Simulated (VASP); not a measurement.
A run of VASP 6.6.1:

The input INCAR:

```
SYSTEM = Na4I
  PREC = Accurate
  ENCUT = 600
  EDIFF = 1E-7
  ISMEAR = 0
  SIGMA = 0.1
  LREAL = .False.
  LASPH = .True.
  NELM = 100
  ALGO = Normal
  ISIF = 3
  LWAVE = .False.
  LCHARG = .False.
  GGA = PE
  IBRION = 2
  NSW = 90
  EDIFFG = -0.04
```

The input KPOINTS:

```
regular mesh
0
Gamma
  4 4 4
  0 0 0
```

POSCAR

```
Na4I
1.0
    5.1592034500      0.0000000000      0.0000000000
    0.0000000000      5.1592034500      0.0000000000
    0.0000000000      0.0000000000      5.1592034500
Na I
4 1
Direct
    0.5000000000      0.0000000000      0.0000000000
    0.0000000000      0.5000000000      0.0000000000
    0.0000000000      0.0000000000      0.5000000000
    0.0000000000      0.0000000000      0.0000000000
    0.5000000000      0.5000000000      0.5000000000
```

Potentials or basis: VASP PAW PBE potentials, release 64 (Na_pv, I).

Command:

```bash
$ cat potpaw_PBE.64/Na_pv/POTCAR potpaw_PBE.64/I/POTCAR > POTCAR
$ mpirun -np 1 vasp_std > vasp.out
```

Hardware: 1 thread of Intel Xeon 8259CL, on a shared host.

Problem. How long does it take, and how much memory?

Solution. Wall time 4.1 min on 1 thread of Intel Xeon 8259CL (shared host), peak memory 0.28 GiB. Counts: scf iterations 59, k points 10, ion steps 5.
